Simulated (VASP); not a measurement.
# Si32Au (a cell with a defect) in VASP: single point with PBE

Aim: the single point of Si32Au (a cell with a defect) with PBE.

Program: VASP 6.6.1. These are calculated values, not measurements. Logs are shortened: lines on timing, memory, paths and dates and some standing lists are left out, and cuts for length are marked.

### 1 The cell of the first run

The cell holds a defect, 33 atoms: a = 9.474 Å, b = 9.474 Å, c = 9.474 Å, α = 109.47°, β = 109.47°, γ = 109.47°.

### 2 Single point, PBE

Contents of INCAR:

```
SYSTEM = Si32Au
  PREC = Accurate
  ENCUT = 520
  EDIFF = 1E-6
  ISMEAR = 0
  SIGMA = 0.02
  LREAL = Auto
  LASPH = .True.
  NELM = 80
  ALGO = Normal
  ISIF = 2
  LWAVE = .False.
  LCHARG = .False.
  GGA = PE
  NELECT = 138.0
  NBANDS = 92
```

Contents of KPOINTS:

```
Automatic mesh
0
Gamma
  2 2 2
  0.5 0.5 0.5
```

Contents of POSCAR:

```
Si32Au
1.0
    5.4700937551     -5.4700937551      5.4700937551
   -5.4700937551     -5.4700937551     -5.4700937551
    5.4700937551      5.4700937551     -5.4700937551
Si Au
32 1
Direct
    0.4986257209      0.0000147575      0.7481664732
    0.7482856709      0.0000114443      0.4985315600
    0.7364627897      0.7363191939      0.7364206824
    0.0000605489     -0.0000709288      0.2653343401
    0.0002437252      0.7480490178      0.4985097626
    0.0002492865      0.4983042057      0.7483620513
    0.2657140878     -0.0000893585     -0.0000232227
    0.2521017850      0.7501261136      0.2520331142
    0.2502847663      0.5017596198      0.5019267883
    0.2522489838      0.2520261152      0.7504973926
    0.4986085710      0.7479981156      0.0001792617
    0.5019958847      0.5017530306      0.2502089235
    0.5020056126      0.2500573142      0.5019331774
    0.7484311894      0.4983026758      0.0001737378
    0.7506459274      0.2520810440      0.2522397350
    0.0000984568      0.2643048216      0.0000565555
    0.5002795060      0.2500427441      0.7501585898
    0.7502371763      0.2500442283      0.5002250711
    0.7456493192      0.0001835491      0.7455626840
    0.0003228935      0.2547895995      0.2552048326
    0.0003082246      0.0000567461      0.5116365575
    0.0007353382      0.7454067652      0.7456046267
    0.2553445321      0.2547576272      0.0002320596
    0.2553075661      0.0000338581      0.2551194708
    0.2502439772      0.7499729771      0.5001645160
    0.2502312969      0.5000306883      0.7501479274
    0.5119574640      0.0000594902      0.0002389381
    0.5002351850      0.7499676288      0.2501827818
    0.4899899715      0.4897367410      0.4899118709
    0.7456775238      0.7453898709      0.0005784576
    0.7502215213      0.5000404182      0.2501646915
    0.0003034276      0.5108033714      0.0002264745
    0.0026611823      0.0009036790      0.0022120708
```

Potentials or basis: VASP PAW PBE potentials, release 64 (Si, Au).

Launch:

```bash
> cat potpaw_PBE.64/Si/POTCAR potpaw_PBE.64/Au/POTCAR > POTCAR
> mpirun -np 1 vasp_std > vasp.out
```

OUTCAR:

```text
SYSTEM = Si32Au
   PREC = Accurate
   ENCUT = 520
   EDIFF = 1E-6
   ISMEAR = 0
   LREAL = Auto
   LASPH = .True.
   NELM = 80
   ISIF = 2
   GGA = PE
   NELECT = 138.0

 ion  position               nearest neighbor table
   1  0.499  0.000  0.748-  19 2.35  27 2.35  25 2.36  17 2.36
   2  0.748  0.000  0.499-  19 2.35  21 2.35  28 2.36  18 2.36
   3  0.736  0.736  0.736-  29 2.34  19 2.44  30 2.45  22 2.45  33 2.52
   4  0.000  1.000  0.265-  21 2.33  30 2.45  20 2.45  24 2.45  33 2.50
   5  0.000  0.748  0.499-  22 2.35  21 2.35  31 2.36  25 2.36
   6  0.000  0.498  0.748-  22 2.35  32 2.35  18 2.36  26 2.36
   7  0.266  1.000  1.000-  27 2.33  22 2.45  23 2.45  24 2.45  33 2.50
   8  0.252  0.750  0.252-  24 2.35  32 2.35  25 2.36  28 2.36
   9  0.250  0.502  0.502-  20 2.35  29 2.35  25 2.36  26 2.36
  10  0.252  0.252  0.750-  23 2.35  21 2.35  26 2.36  17 2.36
  11  0.499  0.748  0.000-  30 2.35  27 2.35  26 2.36  28 2.36
  12  0.502  0.502  0.250-  23 2.35  29 2.35  28 2.36  31 2.36
  13  0.502  0.250  0.502-  24 2.35  29 2.35  18 2.36  17 2.36
  14  0.748  0.498  0.000-  30 2.35  32 2.35  17 2.36  31 2.36
  15  0.751  0.252  0.252-  20 2.35  27 2.35  31 2.36  18 2.36
  16  0.000  0.264  0.000-  32 2.33  19 2.44  20 2.45  23 2.45  33 2.51
  17  0.500  0.250  0.750-  10 2.36  13 2.36  14 2.36   1 2.36
  18  0.750  0.250  0.500-  15 2.36   6 2.36  13 2.36   2 2.36
  19  0.746  0.000  0.746-   1 2.35   2 2.35  16 2.44   3 2.44  33 2.81
  20  0.000  0.255  0.255-  15 2.35   9 2.35   4 2.45  16 2.45  33 2.79
  21  0.000  0.000  0.512-   4 2.33  10 2.35   5 2.35   2 2.35
  22  0.001  0.745  0.746-   5 2.35   6 2.35   7 2.45   3 2.45  33 2.79
  23  0.255  0.255  0.000-  10 2.35  12 2.35   7 2.45  16 2.45  33 2.78
  24  0.255  0.000  0.255-   8 2.35  13 2.35   7 2.45   4 2.45  33 2.77
  25  0.250  0.750  0.500-   8 2.36   5 2.36   1 2.36   9 2.36
  26  0.250  0.500  0.750-  11 2.36  10 2.36   6 2.36   9 2.36
  27  0.512  0.000  0.000-   7 2.33  15 2.35  11 2.35   1 2.35
  28  0.500  0.750  0.250-   8 2.36  11 2.36  12 2.36   2 2.36
  29  0.490  0.490  0.490-   3 2.34  13 2.35  12 2.35   9 2.35
  30  0.746  0.745  0.001-  11 2.35  14 2.35   4 2.45   3 2.45  33 2.79
  31  0.750  0.500  0.250-   5 2.36  15 2.36  12 2.36  14 2.36
  32  0.000  0.511  0.000-  16 2.33   8 2.35   6 2.35  14 2.35
  33  0.003  0.001  0.002-   7 2.50   4 2.50  16 2.51   3 2.52  24 2.77  23 2.78  20 2.79  22 2.79
                            30 2.79  19 2.81

  LATTYP: Found a body centered cubic cell.
 ALAT       =    10.9401875102

  Lattice vectors:

 A1 = (   5.4700937551,  -5.4700937551,   5.4700937551)
 A2 = (  -5.4700937551,  -5.4700937551,  -5.4700937551)
 A3 = (   5.4700937551,   5.4700937551,  -5.4700937551)

Analysis of symmetry for initial positions (statically):
=====================================================================
 Subroutine PRICEL returns:
 Original cell was already a primitive cell.

 Routine SETGRP: Setting up the symmetry group for a
 body centered cubic supercell.

 Subroutine GETGRP returns: Found  1 space group operations
 (whereof  1 operations were pure point group operations)
 out of a pool of 48 trial point group operations.

The static configuration has the point symmetry C_1 .

Analysis of symmetry for dynamics (positions and initial velocities):
=====================================================================
 Subroutine PRICEL returns:
 Original cell was already a primitive cell.

 Routine SETGRP: Setting up the symmetry group for a
 body centered cubic supercell.

 Subroutine GETGRP returns: Found  1 space group operations
 (whereof  1 operations were pure point group operations)
 out of a pool of 48 trial point group operations.

The dynamic configuration has the point symmetry C_1 .

 Subroutine INISYM returns: Found  1 space group operations
 (whereof  1 operations are pure point group operations),
 and found     1 'primitive' translations

----------------------------------------------------------------------------------------

                                     Primitive cell

  volume of cell :     654.7030

  direct lattice vectors                    reciprocal lattice vectors
     5.470093755 -5.470093755  5.470093755     0.091406112 -0.091406112  0.000000000
    -5.470093755 -5.470093755 -5.470093755     0.000000000 -0.091406112 -0.091406112
     5.470093755  5.470093755 -5.470093755     0.091406112  0.000000000 -0.091406112

  length of vectors
     9.474480306  9.474480306  9.474480306     0.129267763  0.129267763  0.129267763

  position of ions in fractional coordinates (direct lattice)
     0.498625721  0.000014757  0.748166473
     0.748285671  0.000011444  0.498531560
     0.736462790  0.736319194  0.736420682
     0.000060549  0.999929071  0.265334340
     0.000243725  0.748049018  0.498509763
     0.000249287  0.498304206  0.748362051
[... 25 lines left out ...]
     0.000303428  0.510803371  0.000226475
     0.002661182  0.000903679  0.002212071

  ion indices of the primitive-cell ions
   primitive index   ion index
                 1           1
                 2           2
                 3           3
                 4           4
                 5           5
                 6           6
[... 25 lines left out ...]
                32          32
                33          33

----------------------------------------------------------------------------------------

 KPOINTS: Automatic mesh

Automatic generation of k-mesh.
 Grid dimensions read from file:
 generate k-points for:    2    2    2

 Generating k-lattice:

  Cartesian coordinates                     Fractional coordinates (reciprocal lattice)
     0.045703056 -0.045703056  0.000000000     0.500000000  0.000000000  0.000000000
     0.000000000 -0.045703056 -0.045703056     0.000000000  0.500000000  0.000000000
     0.045703056  0.000000000 -0.045703056     0.000000000  0.000000000  0.500000000

  Length of vectors
     0.064633881  0.064633881  0.064633881

  Shift w.r.t. Gamma in fractional coordinates (k-lattice)
     0.500000000  0.500000000  0.500000000

 Subroutine IBZKPT returns following result:
 ===========================================

 Found      4 irreducible k-points:

 Following reciprocal coordinates:
            Coordinates               Weight
  0.250000  0.250000  0.250000      2.000000
 -0.250000  0.250000  0.250000      2.000000
  0.250000 -0.250000  0.250000      2.000000
  0.250000  0.250000 -0.250000      2.000000
   k-points           NKPTS =      4   k-points in BZ     NKDIM =      4   number of bands    NBANDS=     92
   number of dos      NEDOS =    301   number of ions     NIONS =     33
   total plane-waves  NPLWV = 343000
   dimension x,y,z NGX =    70 NGY =   70 NGZ =   70
   dimension x,y,z NGXF=   140 NGYF=  140 NGZF=  140
   ions per type =              32   1
   NGX,Y,Z   is equivalent  to a cutoff of  12.28, 12.28, 12.28 a.u.
   NGXF,Y,Z  is equivalent  to a cutoff of  24.57, 24.57, 24.57 a.u.
 SYSTEM =  Si32Au
   PREC   = accura    normal or accurate (medium, high low for compatibility)
   ISTART =      0    job   : 0-new  1-cont  2-samecut
   ICHARG =      2    charge: 1-file 2-atom 10-const
   ISPIN  =      1    spin polarized calculation?
   LNONCOLLINEAR =      F non collinear calculations
   LSORBIT =      F    spin-orbit coupling
   LASPH  =      T    aspherical Exc in radial PAW
   ENCUT  =  520.0 eV  38.22 Ry    6.18 a.u.  17.62 17.62 17.62*2*pi/ulx,y,z
   NELM   =     80;   NELMIN=  2; NELMDL= -5     # of ELM steps
   EDIFF  = 0.1E-05   stopping-criterion for ELM
   LREAL  =      T    real-space projection
   EDIFFG = 0.1E-04   stopping-criterion for IOM
   NSW    =      0    number of steps for IOM
   IBRION =     -1    ionic relax: 0-MD 1-quasi-New 2-CG
   NFREE  =      0    steps in history (QN), initial steepest desc. (CG)
   ISIF   =      2    stress and relaxation
   ISYM   =      2    0-nonsym 1-usesym 2-fastsym
   POTIM  = 0.5000    time-step for ionic-motion
   TEBEG  =    0.0;   TEEND  =   0.0 temperature during run
   PSTRESS=    0.0 pullay stress
   NELECT =     138.0000    total number of electrons
   NUPDOWN=      -1.0000    fix difference up-down
   EMIN   =  10.00;   EMAX   =-10.00  energy-range for DOS
   EFERMI =   0.00;   METHOD = LEGACY
   ISMEAR =     0;   SIGMA  =   0.02  broadening in eV -4-tet -1-fermi 0-gaus
   EFERMI_NEDOS =   21; number of points for ismear=-14 and -15
   IALGO  =     38    algorithm
   IMIX   =      4    mixing-type and parameters
     AMIX     =   0.40;   BMIX     =  1.00
     AMIX_MAG =   1.60;   BMIX_MAG =  1.00
  volume/ion in A,a.u.               =      19.84       133.88
  Fermi-wavevector in a.u.,A,eV,Ry     =   0.974286  1.841133 12.915100  0.949233
  Thomas-Fermi vector in A             =   2.104733
   LORBIT       =      0    0 simple, 1 ext, 2 COOP (PROOUT), +10 PAW based schemes
   GGA     = PE    functional components
   LHFCALC =     F    Hartree Fock is set to
   AEXX    =    0.0000 exact exchange contribution
   IVDW    =     0    specifies the selected vdW correction
   LEPSILON=     F    determine dielectric tensor
   LRPA    =     F    only Hartree local field effects (RPA)
 non-spin polarized calculation
 Gauss-broadening in eV      SIGMA  =   0.02
  energy-cutoff  :      520.00
  volume of cell :      654.70
 maximum number of plane-waves:     17628
 NGX is ok and might be reduce to    70
   NGX = 35   NGY = 35   NGZ = 35

 number of electron     138.0000004 magnetization

 Free energy of the ion-electron system (eV)
  ---------------------------------------------------
  ext. energy  EPLUGINS =         0.00000000
  ---------------------------------------------------
  free energy    TOTEN  =      -180.53955835 eV

  energy without entropy =     -180.53955835  energy(sigma->0) =     -180.53955835

 E-fermi :   5.5993     XC(G=0):  -9.4843

 val. band max:        5.4847829937   @ k =   0.2500   0.2500   0.2500
 cond. band min:       6.3916844210   @ k =   0.2500  -0.2500   0.2500
 fundamental gap:      0.9069014274
 Fermi energy:         5.5993125793

 k-point     1 :       0.2500    0.2500    0.2500
  band No.  band energies     occupation
      1      -5.5200      2.00000
      2      -5.1300      2.00000
      3      -5.1286      2.00000
      4      -5.1272      2.00000
      5      -3.5708      2.00000
      6      -3.4258      2.00000
[... 325 lines left out ...]
     80       8.1899      0.00000
     81       8.2910      0.00000
 [bands above 81 left out]

------------------------ aborting loop because EDIFF is reached ----------------------------------------

  FORCE on cell =-STRESS in cart. coord.  units (eV):
  Direction    XX          YY          ZZ          XY          YZ          ZX
  --------------------------------------------------------------------------------------
  -------------------------------------------------------------------------------------
  Total       -1.6547244     -1.6583669     -1.6563495      0.0183713     -0.1263213      0.0444523
  in kB       -4.0494118     -4.0583257     -4.0533889      0.0449580     -0.3091313      0.1087829
  external PRESSURE =      -4.0537088 kB  Pullay stress =       0.0000000 kB

 VOLUME and BASIS-vectors are now :
 -----------------------------------------------------------------------------
  energy-cutoff  :      520.00
  volume of cell :      654.70
      direct lattice vectors                 reciprocal lattice vectors
     5.470093755 -5.470093755  5.470093755     0.091406112 -0.091406112  0.000000000
    -5.470093755 -5.470093755 -5.470093755     0.000000000 -0.091406112 -0.091406112
     5.470093755  5.470093755 -5.470093755     0.091406112  0.000000000 -0.091406112

 POSITION                                       TOTAL-FORCE (eV/Angst)
 -----------------------------------------------------------------------------------
      6.81999      1.36493     -1.36509         0.003647     -0.000330      0.000154
      6.82014     -1.36624      1.36612         0.003906     -0.000104     -0.000063
      4.02908     -4.02797     -4.02750        -0.004301      0.005421      0.006486
     -4.01797     -4.01863     -6.92078         0.004663     -0.000019     -0.001451
     -1.36367     -1.36634     -6.81746         0.001651      0.000038     -0.001372
      1.36920      1.36648     -6.81802         0.000363     -0.001251     -0.002355
[... 25 lines left out ...]
     -2.79124     -2.79456     -2.79372         0.001661     -0.001003      0.000059
      0.02171     -0.00740     -0.00249        -0.007932      0.001612      0.001275
 -----------------------------------------------------------------------------------
    total drift:                               -0.015309     -0.001404     -0.004129

  FREE ENERGIE OF THE ION-ELECTRON SYSTEM (eV)
  ---------------------------------------------------
  free  energy   TOTEN  =      -180.5395583517 eV

  energy  without entropy=     -180.5395583517  energy(sigma->0) =     -180.53955835
```

It took 7.9 min on 1 thread of Intel Xeon Platinum 8259CL at 2.50GHz (Skylake/Cascade Lake), shared host; peak memory 0.74 GiB.

What came out:

```yaml
Free_energy: -180.5396 eV
Largest_force: 0.009 eV/Å
```

Forces in eV/Å, atoms in the order of the input:
```
Si   0.004  0.000  0.000
Si   0.004  0.000  0.000
Si  -0.004  0.005  0.006
Si   0.005  0.000 -0.001
Si   0.002  0.000 -0.001
Si   0.000 -0.001 -0.002
Si   0.003 -0.001 -0.002
Si   0.000 -0.002 -0.001
Si   0.000  0.001  0.003
Si   0.002  0.001  0.000
Si   0.001 -0.002  0.000
Si   0.000  0.002  0.001
Si   0.000  0.001  0.002
Si   0.000 -0.003 -0.001
Si   0.002  0.000  0.002
Si  -0.003 -0.006 -0.005
Si   0.000  0.001  0.000
Si   0.000  0.000  0.001
Si   0.006  0.000  0.001
Si   0.000 -0.002  0.006
Si  -0.001 -0.001  0.002
Si  -0.001  0.003 -0.007
Si  -0.001  0.007 -0.003
Si  -0.007  0.001 -0.001
Si   0.000  0.000 -0.001
Si  -0.001  0.000  0.000
Si  -0.001  0.001  0.000
Si   0.000 -0.001 -0.001
Si   0.001 -0.001 -0.001
Si   0.000 -0.006  0.003
Si  -0.001  0.000  0.000
Si   0.002 -0.001  0.000
Au  -0.008  0.002  0.001
```

Caveat: the cell carries a net charge on a neutralising background, which shifts energy and pressure; the cell is charged against a uniform background, so pressure and absolute levels hang on convention; spin-orbit coupling is left out, which moves the levels of the heavy elements.
